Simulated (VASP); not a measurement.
# RbCl (Fm-3m) in VASP: a series of runs, part 2 of 2

VASP 6.6.1.

## Step 3: Single point, PBE

The input, INCAR:

```
SYSTEM = RbCl
PREC = Accurate ; ENCUT = 500
EDIFF = 1E-6 ; ISMEAR = 1
SIGMA = 0.13605693122994 ; LREAL = .False.
LASPH = .True. ; NELM = 120
ALGO = Normal ; ISIF = 2
LWAVE = .False. ; LCHARG = .False.
GGA = PE ; NBANDS = 15
GGA_COMPAT = .False.
```

The input, KPOINTS:

```
regular mesh
0
Gamma
  4 4 4
  0 0 0
```

The input, POSCAR:

```
RbCl
1.0
    0.0000000000      3.3087073290      3.3087073290
    3.3087073290      0.0000000000      3.3087073290
    3.3087073290      3.3087073290      0.0000000000
Rb Cl
1 1
Direct
    0.0000000000      0.0000000000      0.0000000000
    0.5000000000      0.5000000000      0.5000000000
```

Potentials or basis: VASP PAW PBE potentials, release 64 (Rb_sv, Cl).

On the command line:

```console
cat potpaw_PBE.64/Rb_sv/POTCAR potpaw_PBE.64/Cl/POTCAR > POTCAR
mpirun -np 1 vasp_std > vasp.out
```

OUTCAR:

```text
SYSTEM = RbCl
   PREC = Accurate
   ENCUT = 500
   EDIFF = 1E-6
   ISMEAR = 1
   LREAL = .False.
   LASPH = .True.
   NELM = 120
   ISIF = 2
   GGA = PE

 ion  position               nearest neighbor table
   1  0.000  0.000  0.000-   2 3.31   2 3.31   2 3.31   2 3.31   2 3.31   2 3.31
   2  0.500  0.500  0.500-   1 3.31   1 3.31   1 3.31   1 3.31   1 3.31   1 3.31

  LATTYP: Found a face centered cubic cell.
 ALAT       =     6.6174146580

  Lattice vectors:

 A1 = (   0.0000000000,   3.3087073290,   3.3087073290)
 A2 = (   3.3087073290,   0.0000000000,   3.3087073290)
 A3 = (   3.3087073290,   3.3087073290,   0.0000000000)

Analysis of symmetry for initial positions (statically):
=====================================================================
 Subroutine PRICEL returns:
 Original cell was already a primitive cell.

 Routine SETGRP: Setting up the symmetry group for a
 face centered cubic supercell.

 Subroutine GETGRP returns: Found 48 space group operations
 (whereof 48 operations were pure point group operations)
 out of a pool of 48 trial point group operations.

The static configuration has the point symmetry O_h .

Analysis of symmetry for dynamics (positions and initial velocities):
=====================================================================
 Subroutine PRICEL returns:
 Original cell was already a primitive cell.

 Routine SETGRP: Setting up the symmetry group for a
 face centered cubic supercell.

 Subroutine GETGRP returns: Found 48 space group operations
 (whereof 48 operations were pure point group operations)
 out of a pool of 48 trial point group operations.

The dynamic configuration has the point symmetry O_h .

 Subroutine INISYM returns: Found 48 space group operations
 (whereof 48 operations are pure point group operations),
 and found     1 'primitive' translations

----------------------------------------------------------------------------------------

                                     Primitive cell

  volume of cell :      72.4444

  direct lattice vectors                    reciprocal lattice vectors
     0.000000000  3.308707329  3.308707329    -0.151116418  0.151116418  0.151116418
     3.308707329  0.000000000  3.308707329     0.151116418 -0.151116418  0.151116418
     3.308707329  3.308707329  0.000000000     0.151116418  0.151116418 -0.151116418

  length of vectors
     4.679218779  4.679218779  4.679218779     0.261741314  0.261741314  0.261741314

  position of ions in fractional coordinates (direct lattice)
     0.000000000  0.000000000  0.000000000
     0.500000000  0.500000000  0.500000000

  ion indices of the primitive-cell ions
   primitive index   ion index
                 1           1
                 2           2

----------------------------------------------------------------------------------------

 KPOINTS: regular mesh

Automatic generation of k-mesh.
 Grid dimensions read from file:
 generate k-points for:    4    4    4

 Generating k-lattice:

  Cartesian coordinates                     Fractional coordinates (reciprocal lattice)
    -0.037779105  0.037779105  0.037779105     0.250000000  0.000000000  0.000000000
     0.037779105 -0.037779105  0.037779105     0.000000000  0.250000000  0.000000000
     0.037779105  0.037779105 -0.037779105     0.000000000  0.000000000  0.250000000

  Length of vectors
     0.065435328  0.065435328  0.065435328

[... 20 lines left out ...]
   total plane-waves  NPLWV =  46656
   dimension x,y,z NGX =    36 NGY =   36 NGZ =   36
   dimension x,y,z NGXF=    72 NGYF=   72 NGZF=   72
   ions per type =               1   1
   NGX,Y,Z   is equivalent  to a cutoff of  12.79, 12.79, 12.79 a.u.
   NGXF,Y,Z  is equivalent  to a cutoff of  25.58, 25.58, 25.58 a.u.
 SYSTEM =  RbCl
   PREC   = accura    normal or accurate (medium, high low for compatibility)
   ISTART =      0    job   : 0-new  1-cont  2-samecut
   ICHARG =      2    charge: 1-file 2-atom 10-const
   ISPIN  =      1    spin polarized calculation?
   LNONCOLLINEAR =      F non collinear calculations
   LSORBIT =      F    spin-orbit coupling
   LASPH  =      T    aspherical Exc in radial PAW
   ENCUT  =  500.0 eV  36.75 Ry    6.06 a.u.   8.53  8.53  8.53*2*pi/ulx,y,z
   NELM   =    120;   NELMIN=  2; NELMDL= -5     # of ELM steps
   EDIFF  = 0.1E-05   stopping-criterion for ELM
   LREAL  =      F    real-space projection
   EDIFFG = 0.1E-04   stopping-criterion for IOM
   NSW    =      0    number of steps for IOM
   IBRION =     -1    ionic relax: 0-MD 1-quasi-New 2-CG
   NFREE  =      0    steps in history (QN), initial steepest desc. (CG)
   ISIF   =      2    stress and relaxation
   ISYM   =      2    0-nonsym 1-usesym 2-fastsym
   POTIM  = 0.5000    time-step for ionic-motion
   TEBEG  =    0.0;   TEEND  =   0.0 temperature during run
   PSTRESS=    0.0 pullay stress
   NELECT =      16.0000    total number of electrons
   NUPDOWN=      -1.0000    fix difference up-down
   EMIN   =  10.00;   EMAX   =-10.00  energy-range for DOS
   EFERMI =   0.00;   METHOD = LEGACY
   ISMEAR =     1;   SIGMA  =   0.14  broadening in eV -4-tet -1-fermi 0-gaus
   EFERMI_NEDOS =   21; number of points for ismear=-14 and -15
   IALGO  =     38    algorithm
   IMIX   =      4    mixing-type and parameters
     AMIX     =   0.40;   BMIX     =  1.00
     AMIX_MAG =   1.60;   BMIX_MAG =  1.00
  volume/ion in A,a.u.               =      36.22       244.44
  Fermi-wavevector in a.u.,A,eV,Ry     =   0.989570  1.870016 13.323486  0.979249
  Thomas-Fermi vector in A             =   2.121178
   LORBIT       =      0    0 simple, 1 ext, 2 COOP (PROOUT), +10 PAW based schemes
   GGA     = PE    functional components
   LHFCALC =     F    Hartree Fock is set to
   AEXX    =    0.0000 exact exchange contribution
   IVDW    =     0    specifies the selected vdW correction
   LEPSILON=     F    determine dielectric tensor
   LRPA    =     F    only Hartree local field effects (RPA)
 non-spin polarized calculation
 Methfessel and Paxton  Order N= 1 SIGMA  =   0.14
  energy-cutoff  :      500.00
  volume of cell :       72.44
 maximum number of plane-waves:      1856
 NGX is ok and might be reduce to    36
   NGX = 17   NGY = 17   NGZ = 17

 number of electron      16.0000002 magnetization

 Free energy of the ion-electron system (eV)
  ---------------------------------------------------
  ext. energy  EPLUGINS =         0.00000000
  ---------------------------------------------------
  free energy    TOTEN  =        -6.66708054 eV

  energy without entropy =       -6.67864849  energy(sigma->0) =       -6.67093652

 E-fermi :  -1.9169     XC(G=0):  -7.2867

 val. band max:       -1.9423165552   @ k =   0.0000   0.0000   0.0000
 cond. band min:       3.0059407681   @ k =   0.0000   0.0000   0.0000
 fundamental gap:      4.9482573233
 Fermi energy:        -1.9168667466

 k-point     1 :       0.0000    0.0000    0.0000
  band No.  band energies     occupation
      1     -25.8985      2.00000
      2     -13.9266      2.00000
      3      -9.9477      2.00000
      4      -9.9477      2.00000
      5      -9.9477      2.00000
      6      -1.9423      1.31054
      7      -1.9423      1.31054
      8      -1.9423      1.31053
      9       3.0059      0.00000
     10       6.0435      0.00000
     11       6.0435      0.00000
     12       6.0435      0.00000
     13       7.0163      0.00000
     14       7.0163      0.00000
[... 113 lines left out ...]
      2     -13.9106      2.00000
      3     -10.1161      2.00000
      4     -10.1161      2.00000
      5      -9.9377      2.00000
      6      -2.3687      2.00003
      7      -2.1809      2.01928
      8      -2.1809      2.01928
      9       5.7096      0.00000
     10       5.7096      0.00000
     11       7.3325      0.00000
     12       7.3466      0.00000
     13       9.4959      0.00000
     14       9.7505      0.00000
     15      10.2609      0.00000

------------------------ aborting loop because EDIFF is reached ----------------------------------------

  FORCE on cell =-STRESS in cart. coord.  units (eV):
  Direction    XX          YY          ZZ          XY          YZ          ZX
  --------------------------------------------------------------------------------------
  -------------------------------------------------------------------------------------
  Total        0.2436531      0.2436531      0.2436531      0.0000000      0.0000000      0.0000000
  in kB        5.3886187      5.3886187      5.3886187      0.0000000      0.0000000      0.0000000
  external PRESSURE =       5.3886187 kB  Pullay stress =       0.0000000 kB

 VOLUME and BASIS-vectors are now :
 -----------------------------------------------------------------------------
  energy-cutoff  :      500.00
  volume of cell :       72.44
      direct lattice vectors                 reciprocal lattice vectors
     0.000000000  3.308707329  3.308707329    -0.151116418  0.151116418  0.151116418
     3.308707329  0.000000000  3.308707329     0.151116418 -0.151116418  0.151116418
     3.308707329  3.308707329  0.000000000     0.151116418  0.151116418 -0.151116418

 POSITION                                       TOTAL-FORCE (eV/Angst)
 -----------------------------------------------------------------------------------
      0.00000      0.00000      0.00000         0.000000      0.000000      0.000000
      3.30871      3.30871      3.30871        -0.000000     -0.000000     -0.000000
 -----------------------------------------------------------------------------------
    total drift:                                0.000000      0.000000      0.000000

  FREE ENERGIE OF THE ION-ELECTRON SYSTEM (eV)
  ---------------------------------------------------
  free  energy   TOTEN  =        -6.6670805428 eV

  energy  without entropy=       -6.6786484888  energy(sigma->0) =       -6.67093652
```

OSZICAR:

```text
N       E                     dE             d eps       ncg     rms          rms(c)
DAV:   1     0.834557604541E+02    0.83456E+02   -0.68526E+03   240   0.901E+02
DAV:   2    -0.981227099405E+00   -0.84437E+02   -0.76302E+02   326   0.165E+02
DAV:   3    -0.689166211798E+01   -0.59104E+01   -0.58791E+01   317   0.455E+01
DAV:   4    -0.703067643396E+01   -0.13901E+00   -0.13899E+00   365   0.721E+00
DAV:   5    -0.703194113204E+01   -0.12647E-02   -0.12646E-02   339   0.648E-01    0.310E+00
DAV:   6    -0.667372618252E+01    0.35821E+00   -0.50408E-01   303   0.343E+00    0.236E+00
DAV:   7    -0.665130155752E+01    0.22425E-01   -0.13073E-01   310   0.185E+00    0.143E+00
DAV:   8    -0.666540050921E+01   -0.14099E-01   -0.16890E-02   316   0.811E-01    0.180E-01
DAV:   9    -0.666640588405E+01   -0.10054E-02   -0.16528E-03   324   0.208E-01    0.104E-01
DAV:  10    -0.666705896417E+01   -0.65308E-03   -0.58476E-04   254   0.150E-01    0.169E-02
DAV:  11    -0.666707320865E+01   -0.14244E-04   -0.28548E-05   310   0.323E-02    0.973E-03
DAV:  12    -0.666708046371E+01   -0.72551E-05   -0.13985E-05   261   0.228E-02    0.297E-03
DAV:  13    -0.666708054280E+01   -0.79087E-07   -0.18757E-07   274   0.310E-03
   1 F= -.66670805E+01 E0= -.66709365E+01  d E =0.115679E-01
```

Wall time 5.6 s (1 thread of Intel Xeon 6975P-C (Granite Rapids), shared host); peak memory 0.19 GiB.

Results:

* Free energy: -6.6671 eV
* Pressure: 0.5 GPa
* Band gap on the k mesh: 4.95 eV

Levels at points of the mesh, in eV from the valence-band top:
```tsv
k point	band 5	band 6	band 7	band 8	band 9	band 10	band 11	band 12
(0.00, 0.00, 0.00)	-8.01	0.00	0.00	0.00	4.95	7.99	7.99	7.99
(0.50, 0.00, 0.00)	-7.98	-0.84	-0.32	-0.32	7.70	7.92	10.09	10.09
(0.50, 0.50, 0.00)	-8.10	-0.32	-0.10	-0.10	6.22	7.99	9.62	10.04
```

## Step 4: Single point, PBE

The input, INCAR:

```
SYSTEM = RbCl
ALGO = Normal
EDIFF = 1E-6
ENCUT = 500
GGA = PE
GGA_COMPAT = .False.
ISIF = 2
ISMEAR = -1
LASPH = .True.
LCHARG = .True.
LELF = .True.
LREAL = .False.
LVHAR = .True.
LWAVE = .False.
NBANDS = 15
NELM = 120
PREC = Accurate
SIGMA = 0.2585199978643553
```

The input, KPOINTS:

```
k-points
0
Gamma
  4 4 4
  0 0 0
```

POSCAR is that of step 3.

Potentials or basis: VASP PAW PBE potentials, release 64 (Rb_sv, Cl).

On the command line:

```console
cat potpaw_PBE.64/Rb_sv/POTCAR potpaw_PBE.64/Cl/POTCAR > POTCAR
mpirun -np 1 vasp_std > vasp.out
```

OUTCAR:

```text
SYSTEM = RbCl
   EDIFF = 1E-6
   ENCUT = 500
   GGA = PE
   ISIF = 2
   ISMEAR = -1
   LASPH = .True.
   LREAL = .False.
   NELM = 120
   PREC = Accurate

 ion  position               nearest neighbor table
   1  0.000  0.000  0.000-   2 3.31   2 3.31   2 3.31   2 3.31   2 3.31   2 3.31
   2  0.500  0.500  0.500-   1 3.31   1 3.31   1 3.31   1 3.31   1 3.31   1 3.31

  LATTYP: Found a face centered cubic cell.
 ALAT       =     6.6174146580

  Lattice vectors:

[... 313 lines left out ...]

  FORCE on cell =-STRESS in cart. coord.  units (eV):
  Direction    XX          YY          ZZ          XY          YZ          ZX
  --------------------------------------------------------------------------------------
  -------------------------------------------------------------------------------------
  Total        0.2571893      0.2571893      0.2571893      0.0000000     -0.0000000      0.0000000
  in kB        5.6879858      5.6879858      5.6879858      0.0000000     -0.0000000      0.0000000
  external PRESSURE =       5.6879858 kB  Pullay stress =       0.0000000 kB

 VOLUME and BASIS-vectors are now :
 -----------------------------------------------------------------------------
  energy-cutoff  :      500.00
  volume of cell :       72.44
      direct lattice vectors                 reciprocal lattice vectors
     0.000000000  3.308707329  3.308707329    -0.151116418  0.151116418  0.151116418
     3.308707329  0.000000000  3.308707329     0.151116418 -0.151116418  0.151116418
     3.308707329  3.308707329  0.000000000     0.151116418  0.151116418 -0.151116418

 POSITION                                       TOTAL-FORCE (eV/Angst)
 -----------------------------------------------------------------------------------
      0.00000      0.00000      0.00000        -0.000000     -0.000000      0.000000
      3.30871      3.30871      3.30871         0.000000      0.000000     -0.000000
 -----------------------------------------------------------------------------------
    total drift:                                0.000000      0.000000      0.000000

  FREE ENERGIE OF THE ION-ELECTRON SYSTEM (eV)
  ---------------------------------------------------
  free  energy   TOTEN  =        -6.6705222864 eV

  energy  without entropy=       -6.6704096246  energy(sigma->0) =       -6.67046596
```

stdout:

```text
POSCAR found type information on POSCAR RbCl
 POSCAR found :  2 types and       2 ions
 scaLAPACK will be used
 LDA part: xc-table for (Slater+PW92), standard interpolation
 POSCAR, INCAR and KPOINTS ok, starting setup
 FFT: planning ... GRIDC
 FFT: planning ... GRID_SOFT
 FFT: planning ... GRID
 WAVECAR not read
 entering main loop
```

It took 6.3 s on 1 thread of Intel Xeon 6975P-C (Granite Rapids), shared host; peak memory 0.2 GiB.

What came out:

```
Free energy            : -6.6705 eV
Pressure               : 0.6 GPa
Band gap on the k mesh : 4.95 eV
```

Levels at points of the mesh, in eV from the valence-band top:
| k point | band 5 | band 6 | band 7 | band 8 | band 9 | band 10 | band 11 | band 12 |
| --- | --- | --- | --- | --- | --- | --- | --- | --- |
| (0.00, 0.00, 0.00) | -8.01 | 0.00 | 0.00 | 0.00 | 4.95 | 7.98 | 7.98 | 7.98 |
| (0.50, 0.00, 0.00) | -7.99 | -0.84 | -0.32 | -0.32 | 7.69 | 7.91 | 10.09 | 10.09 |
| (0.50, 0.50, 0.00) | -8.11 | -0.32 | -0.10 | -0.10 | 6.22 | 7.99 | 9.62 | 10.03 |

## Step 5: The runs side by side

```tsv
level	spin	k mesh	smearing	gap on the mesh (eV)	pressure (GPa)
revPBE	non-collinear, zero start, SOC	1 × 1 × 2	gaussian 0.1 eV	-	3.8
PBE	off	4 × 4 × 4	methfessel-paxton 0.136057 eV	4.95	0.5
PBE	off	4 × 4 × 4	fermi-dirac 0.25852 eV	4.95	0.6
```

Alike in all rows: task single point; potentials or basis VASP PAW PBE potentials, release 64 (Rb_sv, Cl); cell as given; cutoff (eV) 500.

Caveats: some runs use coarse meshes; the PAW data sets were made with another functional, which shifts forces and pressure a little (at least some runs).

Total energies depend on the potentials used, so only differences within one code and one set of settings carry meaning.
